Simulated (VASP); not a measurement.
# LaScF2 (P4/mmm) in VASP: a series of runs, part 2 of 2

VASP 6.6.1.

## (3) Single point, PBE, collinear spin, ferromagnetic start

Contents of INCAR:

```
PREC = Accurate
ENCUT = 520
EDIFF = 1E-6
ISMEAR = 0
SIGMA = 0.1
LREAL = False
LASPH = True
NELM = 150
ALGO = Normal
ISIF = 2
LWAVE = False
LCHARG = False
ISPIN = 2
MAGMOM = 0 1 0 0
LORBIT = 11
LMAXMIX = 6
GGA = PE
NBANDS = 30
```

Contents of KPOINTS:

```
Automatic mesh
0
Gamma
  4 4 4
```

Contents of POSCAR:

```
LaScF2
1.0
    4.0698567800      0.0000000000      0.0000000000
    0.0000000000      4.0698567800      0.0000000000
    0.0000000000      0.0000000000      4.0819299600
La Sc F
1 1 2
Direct
    0.0000000000      0.0000000000      0.0000000000
    0.5000000000      0.5000000000      0.0000000000
    0.5000000000      0.0000000000      0.5000000000
    0.0000000000      0.5000000000      0.5000000000
```

Potentials or basis: VASP PAW PBE potentials, release 64 (La, Sc_sv, F).

The run is started by

```sh
cat potpaw_PBE.64/La/POTCAR potpaw_PBE.64/Sc_sv/POTCAR potpaw_PBE.64/F/POTCAR > POTCAR
mpirun -np 1 vasp_std > vasp.out
```

OUTCAR:

```text
PREC = Accurate
   ENCUT = 520
   EDIFF = 1E-6
   ISMEAR = 0
   LREAL = False
   LASPH = True
   NELM = 150
   ISIF = 2
   ISPIN = 2
   LORBIT = 11
   GGA = PE

 ion  position               nearest neighbor table
   1  0.000  0.000  0.000-   2 2.88   2 2.88   2 2.88   2 2.88
   2  0.500  0.500  0.000-   1 2.88   1 2.88   1 2.88   1 2.88
   3  0.500  0.000  0.500-
   4  0.000  0.500  0.500-

  LATTYP: Found a simple tetragonal cell.
 ALAT       =     4.0698567800
 C/A-ratio  =     1.0029664877

  Lattice vectors:

 A1 = (   4.0698567800,   0.0000000000,   0.0000000000)
 A2 = (   0.0000000000,   4.0698567800,   0.0000000000)
 A3 = (   0.0000000000,   0.0000000000,   4.0819299600)

Analysis of symmetry for initial positions (statically):
=====================================================================
 Subroutine PRICEL returns:
 Original cell was already a primitive cell.

 Routine SETGRP: Setting up the symmetry group for a
 simple tetragonal supercell.

 Subroutine GETGRP returns: Found 16 space group operations
 (whereof 16 operations were pure point group operations)
 out of a pool of 16 trial point group operations.

The static configuration has the point symmetry D_4h.

Analysis of symmetry for dynamics (positions and initial velocities):
=====================================================================
 Subroutine PRICEL returns:
 Original cell was already a primitive cell.

 Routine SETGRP: Setting up the symmetry group for a
 simple tetragonal supercell.

 Subroutine GETGRP returns: Found 16 space group operations
 (whereof 16 operations were pure point group operations)
 out of a pool of 16 trial point group operations.

The dynamic configuration has the point symmetry D_4h.

Analysis of structural, dynamic, and magnetic symmetry:
=====================================================================
 Subroutine PRICEL returns:
 Original cell was already a primitive cell.

 Routine SETGRP: Setting up the symmetry group for a
 simple tetragonal supercell.

 Subroutine GETGRP returns: Found 16 space group operations
 (whereof 16 operations were pure point group operations)
 out of a pool of 16 trial point group operations.

The overall configuration has the point symmetry D_4h.

 Subroutine INISYM returns: Found 16 space group operations
 (whereof 16 operations are pure point group operations),
 and found     1 'primitive' translations

----------------------------------------------------------------------------------------

                                     Primitive cell

  volume of cell :      67.6120

  direct lattice vectors                    reciprocal lattice vectors
     4.069856780  0.000000000  0.000000000     0.245708892  0.000000000  0.000000000
     0.000000000  4.069856780  0.000000000     0.000000000  0.245708892  0.000000000
     0.000000000  0.000000000  4.081929960     0.000000000  0.000000000  0.244982155

  length of vectors
     4.069856780  4.069856780  4.081929960     0.245708892  0.245708892  0.244982155
[... 73 lines left out ...]
   LNONCOLLINEAR =      F non collinear calculations
   LSORBIT =      F    spin-orbit coupling
   LASPH  =      T    aspherical Exc in radial PAW
   ENCUT  =  520.0 eV  38.22 Ry    6.18 a.u.   7.57  7.57  7.59*2*pi/ulx,y,z
   NELM   =    150;   NELMIN=  2; NELMDL= -5     # of ELM steps
   EDIFF  = 0.1E-05   stopping-criterion for ELM
   LREAL  =      F    real-space projection
   EDIFFG = 0.1E-04   stopping-criterion for IOM
   NSW    =      0    number of steps for IOM
   IBRION =     -1    ionic relax: 0-MD 1-quasi-New 2-CG
   NFREE  =      0    steps in history (QN), initial steepest desc. (CG)
   ISIF   =      2    stress and relaxation
   ISYM   =      2    0-nonsym 1-usesym 2-fastsym
   POTIM  = 0.5000    time-step for ionic-motion
   TEBEG  =    0.0;   TEEND  =   0.0 temperature during run
   PSTRESS=    0.0 pullay stress
   NELECT =      36.0000    total number of electrons
   NUPDOWN=      -1.0000    fix difference up-down
   EMIN   =  10.00;   EMAX   =-10.00  energy-range for DOS
   EFERMI =   0.00;   METHOD = LEGACY
   ISMEAR =     0;   SIGMA  =   0.10  broadening in eV -4-tet -1-fermi 0-gaus
   EFERMI_NEDOS =   21; number of points for ismear=-14 and -15
   IALGO  =     38    algorithm
   IMIX   =      4    mixing-type and parameters
     AMIX     =   0.40;   BMIX     =  1.00
     AMIX_MAG =   1.60;   BMIX_MAG =  1.00
  volume/ion in A,a.u.               =      16.90       114.07
  Fermi-wavevector in a.u.,A,eV,Ry     =   1.326888  2.507455 23.954864  1.760633
  Thomas-Fermi vector in A             =   2.456242
   LORBIT       =     11    0 simple, 1 ext, 2 COOP (PROOUT), +10 PAW based schemes
   GGA     = PE    functional components
   LHFCALC =     F    Hartree Fock is set to
   AEXX    =    0.0000 exact exchange contribution
   IVDW    =     0    specifies the selected vdW correction
   LEPSILON=     F    determine dielectric tensor
   LRPA    =     F    only Hartree local field effects (RPA)
 spin polarized calculation
 Gauss-broadening in eV      SIGMA  =   0.10
  energy-cutoff  :      520.00
  volume of cell :       67.61
 maximum number of plane-waves:      1856
   NGX = 15   NGY = 15   NGZ = 15

 number of electron      35.9999976 magnetization       0.0034843

 Free energy of the ion-electron system (eV)
  ---------------------------------------------------
  ext. energy  EPLUGINS =         0.00000000
  ---------------------------------------------------
  free energy    TOTEN  =       -21.17715970 eV

  energy without entropy =      -21.15647399  energy(sigma->0) =      -21.16681684

 E-fermi :   7.7194     XC(G=0): -10.3063

 val. band max:        7.7134997574   @ k =   0.2500   0.2500   0.5000
 cond. band min:       7.7356017733   @ k =   0.5000   0.0000   0.2500
 fundamental gap:      0.0221020159
 Fermi energy:         7.7194038594

 spin component 1

 k-point     1 :       0.0000    0.0000    0.0000
  band No.  band energies     occupation
      1     -42.1723      1.00000
      2     -25.3274      1.00000
      3     -21.1339      1.00000
      4     -20.8180      1.00000
      5     -20.8180      1.00000
      6     -17.5113      1.00000
[... 583 lines left out ...]
     29       9.9085      0.00000
     30      12.0208      0.00000
 Fermi energy:         7.7194038594

 spin component 2

 k-point     1 :       0.0000    0.0000    0.0000
  band No.  band energies     occupation
      1     -42.1712      1.00000
      2     -25.3271      1.00000
      3     -21.1333      1.00000
      4     -20.8166      1.00000
      5     -20.8166      1.00000
      6     -17.5113      1.00000
[... 583 lines left out ...]
     29       9.9091      0.00000
     30      12.1083      0.00000

------------------------ aborting loop because EDIFF is reached ----------------------------------------

  FORCE on cell =-STRESS in cart. coord.  units (eV):
  Direction    XX          YY          ZZ          XY          YZ          ZX
  --------------------------------------------------------------------------------------
  -------------------------------------------------------------------------------------
  Total        3.0837083      3.0837083     -2.3629168      0.0000000      0.0000000      0.0000000
  in kB       73.0735281     73.0735281    -55.9931893      0.0000000      0.0000000      0.0000000
  external PRESSURE =      30.0512890 kB  Pullay stress =       0.0000000 kB

 VOLUME and BASIS-vectors are now :
 -----------------------------------------------------------------------------
  energy-cutoff  :      520.00
  volume of cell :       67.61
      direct lattice vectors                 reciprocal lattice vectors
     4.069856780  0.000000000  0.000000000     0.245708892  0.000000000  0.000000000
     0.000000000  4.069856780  0.000000000     0.000000000  0.245708892  0.000000000
     0.000000000  0.000000000  4.081929960     0.000000000  0.000000000  0.244982155

 POSITION                                       TOTAL-FORCE (eV/Angst)
 -----------------------------------------------------------------------------------
      0.00000      0.00000      0.00000         0.000000      0.000000      0.000000
      2.03493      2.03493      0.00000         0.000000      0.000000      0.000000
      2.03493      0.00000      2.04096         0.000000      0.000000      0.000000
      0.00000      2.03493      2.04096         0.000000      0.000000      0.000000
 -----------------------------------------------------------------------------------
    total drift:                                0.000000      0.000000     -0.000000

  FREE ENERGIE OF THE ION-ELECTRON SYSTEM (eV)
  ---------------------------------------------------
  free  energy   TOTEN  =       -21.1771597003 eV

  energy  without entropy=      -21.1564739858  energy(sigma->0) =      -21.16681684

 total charge

# of ion       s       p       d       f       tot
--------------------------------------------------
    1        2.021   5.550   1.126   0.171   8.869
    2        2.260   6.024   1.374   0.000   9.659
    3        1.741   4.299   0.000   0.000   6.040
    4        1.741   4.299   0.000   0.000   6.040
--------------------------------------------------
tot          7.763  20.172   2.500   0.171  30.607

 magnetization (x)

# of ion       s       p       d       f       tot
--------------------------------------------------
    1        0.000  -0.000   0.001   0.000   0.001
    2        0.000   0.000   0.001   0.000   0.001
    3        0.000  -0.000   0.000   0.000   0.000
    4        0.000  -0.000   0.000   0.000   0.000
--------------------------------------------------
tot          0.000   0.000   0.002   0.000   0.002
```

It took 2.7 min on 1 thread of AMD EPYC 7R43 (Zen 3), shared host; peak memory 0.2 GiB.

What came out:

* Free energy: -21.1772 eV
* Pressure: 3.0 GPa
* Band gap on the k mesh: zero (filled and empty bands overlap)
* Net moment: 0.00 μB per cell
* Valence electrons inside the program's atomic spheres: La 8.87; Sc 9.66; F 6.04

Stress tensor (GPa, compression positive):
```
 7.31  0.00  0.00
 0.00  7.31  0.00
 0.00  0.00 -5.60
```

Caveat: the k points lie up to 0.39 Å⁻¹ apart; spin-orbit coupling is left out, which moves the levels of the heavy elements.

## (4) Single point, PBE

This run uses another cell than the first one, of 17.51 Å³/atom, 1.036 times its volume.

Contents of INCAR:

```
SYSTEM = LaScF2
PREC = Accurate ; ENCUT = 520
EDIFF = 1E-7 ; ISMEAR = 0
SIGMA = 0.1 ; LREAL = .FALSE.
LASPH = .TRUE. ; NELM = 80
ALGO = Normal ; ISIF = 2
LWAVE = .FALSE. ; LCHARG = .FALSE.
GGA = PE ; NBANDS = 26
```

Contents of KPOINTS:

```
regular mesh
0
G
  12 12 12
  0 0 0
```

Contents of POSCAR:

```
LaScF2
1.0
    4.2845898765      0.0000000000      0.0000000000
    0.0000000000      4.2845898765      0.0000000000
    0.0000000000      0.0000000000      3.8151255292
La Sc F
1 1 2
Direct
    0.0000000000      0.0000000000      0.0000000000
    0.5000000000      0.5000000000      0.0000000000
    0.5000000000      0.0000000000      0.5000000000
    0.0000000000      0.5000000000      0.5000000000
```

Potentials or basis: VASP PAW PBE potentials, release 64 (La, Sc_sv, F).

The run is started by

```sh
cat potpaw_PBE.64/La/POTCAR potpaw_PBE.64/Sc_sv/POTCAR potpaw_PBE.64/F/POTCAR > POTCAR
mpirun -np 1 vasp_std > vasp.out
```

OUTCAR:

```text
SYSTEM = LaScF2
   PREC = Accurate
   ENCUT = 520
   EDIFF = 1E-7
   ISMEAR = 0
   LREAL = .FALSE.
   LASPH = .TRUE.
   NELM = 80
   ISIF = 2
   GGA = PE

 ion  position               nearest neighbor table
   1  0.000  0.000  0.000-   2 3.03   2 3.03   2 3.03   2 3.03
   2  0.500  0.500  0.000-   1 3.03   1 3.03   1 3.03   1 3.03
   3  0.500  0.000  0.500-
   4  0.000  0.500  0.500-

  LATTYP: Found a simple tetragonal cell.
 ALAT       =     4.2845898765
 C/A-ratio  =     0.8904295718

  Lattice vectors:

 A1 = (   4.2845898765,   0.0000000000,   0.0000000000)
 A2 = (   0.0000000000,   4.2845898765,   0.0000000000)
 A3 = (   0.0000000000,   0.0000000000,   3.8151255292)

Analysis of symmetry for initial positions (statically):
=====================================================================
 Subroutine PRICEL returns:
 Original cell was already a primitive cell.

 Routine SETGRP: Setting up the symmetry group for a
 simple tetragonal supercell.

 Subroutine GETGRP returns: Found 16 space group operations
 (whereof 16 operations were pure point group operations)
 out of a pool of 16 trial point group operations.

The static configuration has the point symmetry D_4h.

Analysis of symmetry for dynamics (positions and initial velocities):
=====================================================================
 Subroutine PRICEL returns:
 Original cell was already a primitive cell.

 Routine SETGRP: Setting up the symmetry group for a
 simple tetragonal supercell.

 Subroutine GETGRP returns: Found 16 space group operations
 (whereof 16 operations were pure point group operations)
 out of a pool of 16 trial point group operations.

The dynamic configuration has the point symmetry D_4h.

[... 110 lines left out ...]
   POTIM  = 0.5000    time-step for ionic-motion
   TEBEG  =    0.0;   TEEND  =   0.0 temperature during run
   PSTRESS=    0.0 pullay stress
   NELECT =      36.0000    total number of electrons
   NUPDOWN=      -1.0000    fix difference up-down
   EMIN   =  10.00;   EMAX   =-10.00  energy-range for DOS
   EFERMI =   0.00;   METHOD = LEGACY
   ISMEAR =     0;   SIGMA  =   0.10  broadening in eV -4-tet -1-fermi 0-gaus
   EFERMI_NEDOS =   21; number of points for ismear=-14 and -15
   IALGO  =     38    algorithm
   IMIX   =      4    mixing-type and parameters
     AMIX     =   0.40;   BMIX     =  1.00
     AMIX_MAG =   1.60;   BMIX_MAG =  1.00
  volume/ion in A,a.u.               =      17.51       118.16
  Fermi-wavevector in a.u.,A,eV,Ry     =   1.311394  2.478175 23.398679  1.719754
  Thomas-Fermi vector in A             =   2.441859
   LORBIT       =      0    0 simple, 1 ext, 2 COOP (PROOUT), +10 PAW based schemes
   GGA     = PE    functional components
   LHFCALC =     F    Hartree Fock is set to
   AEXX    =    0.0000 exact exchange contribution
   IVDW    =     0    specifies the selected vdW correction
   LEPSILON=     F    determine dielectric tensor
   LRPA    =     F    only Hartree local field effects (RPA)
 non-spin polarized calculation
 Gauss-broadening in eV      SIGMA  =   0.10
  energy-cutoff  :      520.00
  volume of cell :       70.04
 maximum number of plane-waves:      1912
 NGX is ok and might be reduce to    32
   NGX = 15   NGY = 15   NGZ = 15

 number of electron      35.9999976 magnetization

 Free energy of the ion-electron system (eV)
  ---------------------------------------------------
  ext. energy  EPLUGINS =         0.00000000
  ---------------------------------------------------
  free energy    TOTEN  =       -21.29510239 eV

  energy without entropy =      -21.27193641  energy(sigma->0) =      -21.28351940

 E-fermi :   7.6257     XC(G=0): -10.2193

 val. band max:        7.6214091867   @ k =   0.5000   0.4167   0.3333
 cond. band min:       7.6272777800   @ k =   0.4167   0.2500   0.0000
 fundamental gap:      0.0058685933
 Fermi energy:         7.6256611061

 k-point     1 :       0.0000    0.0000    0.0000
  band No.  band energies     occupation
      1     -42.4412      2.00000
      2     -25.7100      2.00000
      3     -21.3479      2.00000
      4     -21.0593      2.00000
      5     -21.0593      2.00000
      6     -17.8075      2.00000
[... 685 lines left out ...]
     25       9.1340      0.00000
     26       9.3100      0.00000

 [... further k-points ...]
[... 5 lines left out ...]
  --------------------------------------------------------------------------------------
  -------------------------------------------------------------------------------------
  Total       -0.0169774     -0.0169774     -0.1163819      0.0000000      0.0000000      0.0000000
  in kB       -0.3883789     -0.3883789     -2.6623719      0.0000000      0.0000000      0.0000000
  external PRESSURE =      -1.1463766 kB  Pullay stress =       0.0000000 kB

 VOLUME and BASIS-vectors are now :
 -----------------------------------------------------------------------------
  energy-cutoff  :      520.00
  volume of cell :       70.04
      direct lattice vectors                 reciprocal lattice vectors
     4.284589877  0.000000000  0.000000000     0.233394567  0.000000000  0.000000000
     0.000000000  4.284589877  0.000000000     0.000000000  0.233394567  0.000000000
     0.000000000  0.000000000  3.815125529     0.000000000  0.000000000  0.262114573

 POSITION                                       TOTAL-FORCE (eV/Angst)
 -----------------------------------------------------------------------------------
      0.00000      0.00000      0.00000         0.000000      0.000000      0.000000
      2.14229      2.14229      0.00000         0.000000      0.000000      0.000000
      2.14229      0.00000      1.90756         0.000000      0.000000      0.000000
      0.00000      2.14229      1.90756         0.000000      0.000000      0.000000
 -----------------------------------------------------------------------------------
    total drift:                                0.000000     -0.000000     -0.000000

  FREE ENERGIE OF THE ION-ELECTRON SYSTEM (eV)
  ---------------------------------------------------
  free  energy   TOTEN  =       -21.2951023932 eV

  energy  without entropy=      -21.2719364053  energy(sigma->0) =      -21.28351940
```

Run time: 6.9 min. Hardware: 1 thread of Oxide Virtual Turin-like, shared host; peak memory 0.47 GiB.

Results:

* Free energy: -21.2951 eV
* Pressure: -0.1 GPa
* Band gap on the k mesh: zero (band 18 reaches 8.22 eV, above the bottom of band 19 at 6.34 eV)

Levels at points of the mesh, in eV from the Fermi level:
| k point | band 15 | band 16 | band 17 | band 18 | band 19 | band 20 | band 21 | band 22 |
| --- | --- | --- | --- | --- | --- | --- | --- | --- |
| (0.00, 0.00, 0.00) | -6.40 | -6.40 | -2.44 | -1.80 | -1.29 | -0.94 | 0.74 | 0.78 |
| (0.50, 0.00, 0.00) | -6.93 | -6.82 | -0.44 | 0.14 | 0.27 | 0.68 | 0.80 | 0.83 |
| (0.50, 0.50, 0.00) | -6.46 | -6.28 | -0.94 | -0.33 | 1.02 | 1.26 | 1.26 | 1.38 |
| (0.00, 0.00, 0.50) | -6.50 | -6.50 | -1.07 | -0.78 | -0.23 | 1.21 | 1.30 | 1.40 |
| (0.50, 0.00, 0.50) | -6.99 | -6.78 | 0.58 | 0.60 | 0.73 | 0.76 | 0.96 | 1.08 |
| (0.50, 0.50, 0.50) | -6.40 | -6.21 | -1.53 | -0.40 | -0.40 | -0.07 | 1.40 | 1.51 |

Caveat: spin-orbit coupling is left out, which moves the levels of the heavy elements.

## (5) Summary

| spin | cell | k mesh | gap on the mesh (eV) | pressure (GPa) |
| --- | --- | --- | --- | --- |
| off | a = 4.070, b = 4.070, c = 4.082 Å, 4 atoms | 4 × 4 × 4 | none | 3.0 |
| collinear, ferromagnetic start | a = 4.070, b = 4.070, c = 4.082 Å, 4 atoms | 4 × 4 × 4 | none | 3.0 |
| off | a = 4.285, b = 4.285, c = 3.815 Å, 4 atoms | 12 × 12 × 12 | none | -0.1 |

Alike in all rows: task single point; level PBE; potentials or basis VASP PAW PBE potentials, release 64 (La, Sc_sv, F); cutoff (eV) 520; smearing gaussian 0.1 eV.

Caveats: some runs use coarse meshes; spin-orbit coupling is left out, which moves the levels of the heavy elements.

Total energies depend on the potentials used, so only differences within one code and one set of settings carry meaning.
